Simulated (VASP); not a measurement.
# WBrCl3 (Pm-3m) in VASP: single point with PBE

Aim: the single point of WBrCl3 with PBE.

All numbers are computed with VASP 6.6.1; they aren't measurements. Logs are shortened: lines on timing, memory, paths and dates and some standing lists are left out, and cuts for length are marked.

### 1 The cell of the first run

Symmetry: Pm-3m, No. 221, cubic system. Conventional cell: a = 4.771 Å, b = 4.771 Å, c = 4.771 Å, α = 90.00°, β = 90.00°, γ = 90.00°. Within 3.2 Å of W (site symmetry m-3m) lie 6 Cl at 2.39 Å. Br (site symmetry m-3m) has 12 Cl at 3.37 Å and 8 W at 4.13 Å within 4.4 Å. Within 3.2 Å of Cl (site symmetry 4/mmm) lie 2 W at 2.39 Å.

### 2 Single point, PBE

File INCAR:

```
SYSTEM = WBrCl3
PREC = Accurate
ENCUT = 520
EDIFF = 1E-6
ISMEAR = 0
SIGMA = 0.1
LREAL = .False.
LASPH = .True.
NELM = 60
ALGO = Normal
ISIF = 2
LWAVE = .False.
LCHARG = .False.
GGA = PE
NBANDS = 29
```

File KPOINTS:

```
regular mesh
0
Gamma
  8 8 8
  0 0 0
```

File POSCAR:

```
WBrCl3
1.0
    4.7711874317      0.0000000000      0.0000000000
    0.0000000000      4.7711874317      0.0000000000
    0.0000000000      0.0000000000      4.7711874317
W Br Cl
1 1 3
Direct
    0.5000000000      0.5000000000      0.5000000000
    0.0000000000      0.0000000000      0.0000000000
    0.5000000000      0.5000000000      0.0000000000
    0.5000000000      0.0000000000      0.5000000000
    0.0000000000      0.5000000000      0.5000000000
```

Potentials or basis: VASP PAW PBE potentials, release 64 (W_sv, Br, Cl).

Started as:

```sh
$ cat potpaw_PBE.64/W_sv/POTCAR potpaw_PBE.64/Br/POTCAR potpaw_PBE.64/Cl/POTCAR > POTCAR
$ mpirun -np 1 vasp_std > vasp.out
```

OUTCAR:

```text
SYSTEM = WBrCl3
   PREC = Accurate
   ENCUT = 520
   EDIFF = 1E-6
   ISMEAR = 0
   LREAL = .False.
   LASPH = .True.
   NELM = 60
   ISIF = 2
   GGA = PE

 ion  position               nearest neighbor table
   1  0.500  0.500  0.500-   3 2.39   4 2.39   5 2.39   3 2.39   4 2.39   5 2.39
   2  0.000  0.000  0.000-
   3  0.500  0.500  0.000-   1 2.39   1 2.39
   4  0.500  0.000  0.500-   1 2.39   1 2.39
   5  0.000  0.500  0.500-   1 2.39   1 2.39

  LATTYP: Found a simple cubic cell.
 ALAT       =     4.7711874317

  Lattice vectors:

 A1 = (   4.7711874317,   0.0000000000,   0.0000000000)
 A2 = (   0.0000000000,   4.7711874317,   0.0000000000)
 A3 = (   0.0000000000,   0.0000000000,   4.7711874317)

Analysis of symmetry for initial positions (statically):
=====================================================================
 Subroutine PRICEL returns:
 Original cell was already a primitive cell.

 Routine SETGRP: Setting up the symmetry group for a
 simple cubic supercell.

 Subroutine GETGRP returns: Found 48 space group operations
 (whereof 48 operations were pure point group operations)
 out of a pool of 48 trial point group operations.

The static configuration has the point symmetry O_h .

Analysis of symmetry for dynamics (positions and initial velocities):
=====================================================================
 Subroutine PRICEL returns:
 Original cell was already a primitive cell.

 Routine SETGRP: Setting up the symmetry group for a
 simple cubic supercell.

 Subroutine GETGRP returns: Found 48 space group operations
 (whereof 48 operations were pure point group operations)
 out of a pool of 48 trial point group operations.

The dynamic configuration has the point symmetry O_h .

 Subroutine INISYM returns: Found 48 space group operations
 (whereof 48 operations are pure point group operations),
 and found     1 'primitive' translations

----------------------------------------------------------------------------------------

                                     Primitive cell

  volume of cell :     108.6124

  direct lattice vectors                    reciprocal lattice vectors
     4.771187432  0.000000000  0.000000000     0.209591431  0.000000000  0.000000000
     0.000000000  4.771187432  0.000000000     0.000000000  0.209591431  0.000000000
     0.000000000  0.000000000  4.771187432     0.000000000  0.000000000  0.209591431

  length of vectors
     4.771187432  4.771187432  4.771187432     0.209591431  0.209591431  0.209591431

  position of ions in fractional coordinates (direct lattice)
     0.500000000  0.500000000  0.500000000
     0.000000000  0.000000000  0.000000000
     0.500000000  0.500000000  0.000000000
     0.500000000  0.000000000  0.500000000
     0.000000000  0.500000000  0.500000000

  ion indices of the primitive-cell ions
   primitive index   ion index
                 1           1
                 2           2
                 3           3
                 4           4
                 5           5

----------------------------------------------------------------------------------------

 KPOINTS: regular mesh

Automatic generation of k-mesh.
 Grid dimensions read from file:
 generate k-points for:    8    8    8

 Generating k-lattice:

  Cartesian coordinates                     Fractional coordinates (reciprocal lattice)
     0.026198929  0.000000000  0.000000000     0.125000000  0.000000000  0.000000000
     0.000000000  0.026198929  0.000000000     0.000000000  0.125000000  0.000000000
     0.000000000  0.000000000  0.026198929     0.000000000  0.000000000  0.125000000

  Length of vectors
     0.026198929  0.026198929  0.026198929

  Shift w.r.t. Gamma in fractional coordinates (k-lattice)
     0.000000000  0.000000000  0.000000000

 Subroutine IBZKPT returns following result:
 ===========================================

 Found     35 irreducible k-points:

 Following reciprocal coordinates:
            Coordinates               Weight
  0.000000  0.000000  0.000000      1.000000
  0.125000  0.000000  0.000000      6.000000
  0.250000  0.000000  0.000000      6.000000
  0.375000  0.000000  0.000000      6.000000
  0.500000  0.000000  0.000000      3.000000
  0.125000  0.125000  0.000000     12.000000
[... 16 lines left out ...]
  0.375000  0.375000  0.125000     24.000000
  0.500000  0.375000  0.125000     24.000000
 [... further k-points ...]
   k-points           NKPTS =     35   k-points in BZ     NKDIM =     35   number of bands    NBANDS=     29
   number of dos      NEDOS =    301   number of ions     NIONS =      5
   total plane-waves  NPLWV =  46656
   dimension x,y,z NGX =    36 NGY =   36 NGZ =   36
   dimension x,y,z NGXF=    72 NGYF=   72 NGZF=   72
   ions per type =               1   1   3
   NGX,Y,Z   is equivalent  to a cutoff of  12.54, 12.54, 12.54 a.u.
   NGXF,Y,Z  is equivalent  to a cutoff of  25.09, 25.09, 25.09 a.u.
 SYSTEM =  WBrCl3
   PREC   = accura    normal or accurate (medium, high low for compatibility)
   ISTART =      0    job   : 0-new  1-cont  2-samecut
   ICHARG =      2    charge: 1-file 2-atom 10-const
   ISPIN  =      1    spin polarized calculation?
   LNONCOLLINEAR =      F non collinear calculations
   LSORBIT =      F    spin-orbit coupling
   LASPH  =      T    aspherical Exc in radial PAW
   ENCUT  =  520.0 eV  38.22 Ry    6.18 a.u.   8.87  8.87  8.87*2*pi/ulx,y,z
   NELM   =     60;   NELMIN=  2; NELMDL= -5     # of ELM steps
   EDIFF  = 0.1E-05   stopping-criterion for ELM
   LREAL  =      F    real-space projection
   EDIFFG = 0.1E-04   stopping-criterion for IOM
   NSW    =      0    number of steps for IOM
   IBRION =     -1    ionic relax: 0-MD 1-quasi-New 2-CG
   NFREE  =      0    steps in history (QN), initial steepest desc. (CG)
   ISIF   =      2    stress and relaxation
   ISYM   =      2    0-nonsym 1-usesym 2-fastsym
   POTIM  = 0.5000    time-step for ionic-motion
   TEBEG  =    0.0;   TEEND  =   0.0 temperature during run
   PSTRESS=    0.0 pullay stress
   NELECT =      42.0000    total number of electrons
   NUPDOWN=      -1.0000    fix difference up-down
   EMIN   =  10.00;   EMAX   =-10.00  energy-range for DOS
   EFERMI =   0.00;   METHOD = LEGACY
   ISMEAR =     0;   SIGMA  =   0.10  broadening in eV -4-tet -1-fermi 0-gaus
   EFERMI_NEDOS =   21; number of points for ismear=-14 and -15
   IALGO  =     38    algorithm
   IMIX   =      4    mixing-type and parameters
     AMIX     =   0.40;   BMIX     =  1.00
     AMIX_MAG =   1.60;   BMIX_MAG =  1.00
  volume/ion in A,a.u.               =      21.72       146.59
  Fermi-wavevector in a.u.,A,eV,Ry     =   1.192701  2.253877 19.354761  1.422535
  Thomas-Fermi vector in A             =   2.328733
   LORBIT       =      0    0 simple, 1 ext, 2 COOP (PROOUT), +10 PAW based schemes
   GGA     = PE    functional components
   LHFCALC =     F    Hartree Fock is set to
   AEXX    =    0.0000 exact exchange contribution
   IVDW    =     0    specifies the selected vdW correction
   LEPSILON=     F    determine dielectric tensor
   LRPA    =     F    only Hartree local field effects (RPA)
 non-spin polarized calculation
 Gauss-broadening in eV      SIGMA  =   0.10
  energy-cutoff  :      520.00
  volume of cell :      108.61
 maximum number of plane-waves:      2968
 NGX is ok and might be reduce to    36
   NGX = 17   NGY = 17   NGZ = 17

 number of electron      41.9999984 magnetization

 Free energy of the ion-electron system (eV)
  ---------------------------------------------------
  ext. energy  EPLUGINS =         0.00000000
  ---------------------------------------------------
  free energy    TOTEN  =       -20.42431254 eV

  energy without entropy =      -20.40908547  energy(sigma->0) =      -20.41669901

 E-fermi :   4.0472     XC(G=0):  -9.8185

 val. band max:        4.0302358656   @ k =   0.0000   0.0000   0.0000
 cond. band min:       4.0761112409   @ k =   0.2500   0.2500   0.2500
 fundamental gap:      0.0458753753
 Fermi energy:         4.0471966857

 k-point     1 :       0.0000    0.0000    0.0000
  band No.  band energies     occupation
      1     -71.4473      2.00000
      2     -35.6404      2.00000
      3     -35.6404      2.00000
      4     -35.6404      2.00000
      5     -13.3047      2.00000
      6     -12.3792      2.00000
[... 21 lines left out ...]
     28      10.3668      0.00000
     29      10.5525      0.00000

 k-point     2 :       0.1250    0.0000    0.0000
  band No.  band energies     occupation
      1     -71.4473      2.00000
      2     -35.6414      2.00000
      3     -35.6404      2.00000
      4     -35.6404      2.00000
      5     -13.2592      2.00000
      6     -12.3778      2.00000
[... 21 lines left out ...]
     28      10.5769      0.00000
     29      10.8407      0.00000

 k-point     3 :       0.2500    0.0000    0.0000
  band No.  band energies     occupation
      1     -71.4473      2.00000
      2     -35.6438      2.00000
      3     -35.6403      2.00000
      4     -35.6403      2.00000
      5     -13.1475      2.00000
      6     -12.3744      2.00000
[... 21 lines left out ...]
     28      11.1534      0.00000
     29      11.5946      0.00000

 k-point     4 :       0.3750    0.0000    0.0000
  band No.  band energies     occupation
      1     -71.4472      2.00000
      2     -35.6462      2.00000
      3     -35.6403      2.00000
      4     -35.6403      2.00000
      5     -13.0339      2.00000
      6     -12.3711      2.00000
[... 597 lines left out ...]
     28      12.2671      0.00000
     29      12.7952      0.00000

 k-point    23 :       0.3750    0.3750    0.1250
  band No.  band energies     occupation
      1     -71.4472      2.00000
      2     -35.6461      2.00000
      3     -35.6461      2.00000
      4     -35.6412      2.00000
      5     -12.7008      2.00000
      6     -12.2747      2.00000
[... 21 lines left out ...]
     28      12.1598      0.00000
     29      12.6059      0.00000

 k-point    24 :       0.5000    0.3750    0.1250
  band No.  band energies     occupation
      1     -71.4472      2.00000
      2     -35.6471      2.00000
      3     -35.6461      2.00000
      4     -35.6412      2.00000
      5     -12.6579      2.00000
      6     -12.2597      2.00000
[... 21 lines left out ...]
     28      11.5927      0.00000
     29      13.0666      0.00000

 [... further k-points ...]

------------------------ aborting loop because EDIFF is reached ----------------------------------------

  FORCE on cell =-STRESS in cart. coord.  units (eV):
  Direction    XX          YY          ZZ          XY          YZ          ZX
  --------------------------------------------------------------------------------------
  -------------------------------------------------------------------------------------
  Total        0.0346539      0.0346539      0.0346539     -0.0000000      0.0000000      0.0000000
  in kB        0.5111911      0.5111911      0.5111911     -0.0000000      0.0000000      0.0000000
  external PRESSURE =       0.5111911 kB  Pullay stress =       0.0000000 kB

 VOLUME and BASIS-vectors are now :
 -----------------------------------------------------------------------------
  energy-cutoff  :      520.00
  volume of cell :      108.61
      direct lattice vectors                 reciprocal lattice vectors
     4.771187432  0.000000000  0.000000000     0.209591431  0.000000000  0.000000000
     0.000000000  4.771187432  0.000000000     0.000000000  0.209591431  0.000000000
     0.000000000  0.000000000  4.771187432     0.000000000  0.000000000  0.209591431

 POSITION                                       TOTAL-FORCE (eV/Angst)
 -----------------------------------------------------------------------------------
      2.38559      2.38559      2.38559         0.000000      0.000000      0.000000
      0.00000      0.00000      0.00000         0.000000      0.000000      0.000000
      2.38559      2.38559      0.00000         0.000000      0.000000      0.000000
      2.38559      0.00000      2.38559         0.000000      0.000000      0.000000
      0.00000      2.38559      2.38559         0.000000      0.000000      0.000000
 -----------------------------------------------------------------------------------
    total drift:                                0.000000      0.000000      0.000000

  FREE ENERGIE OF THE ION-ELECTRON SYSTEM (eV)
  ---------------------------------------------------
  free  energy   TOTEN  =       -20.4243125416 eV

  energy  without entropy=      -20.4090854701  energy(sigma->0) =      -20.41669901
```

It took 75 s on 1 thread of Intel Xeon Platinum 8488C (Sapphire Rapids), shared host; peak memory 0.27 GiB.

Results:

```
Free energy            : -20.4243 eV
Pressure               : 0.1 GPa
Band gap on the k mesh : zero (bands 21 and 22 overlap by 1.75 eV)
```

Levels at points of the mesh, in eV from the Fermi level:
```csv
k point,band 17,band 18,band 19,band 20,band 21,band 22,band 23,band 24,band 25,band 26
"(0.00, 0.00, 0.00)",-3.60,-1.65,-1.65,-1.65,-0.02,-0.02,-0.02,0.07,0.07,2.58
"(0.50, 0.00, 0.00)",-3.51,-1.61,-1.07,-0.47,-0.47,0.08,0.39,0.39,1.29,7.88
"(0.50, 0.50, 0.00)",-2.71,-0.91,-0.29,-0.29,0.37,0.37,0.58,1.16,5.71,7.36
"(0.50, 0.50, 0.50)",-2.69,-0.41,-0.41,-0.41,1.51,1.51,1.51,5.71,5.71,5.71
```

Caveat: spin-orbit coupling is left out, which moves the levels of the heavy elements.
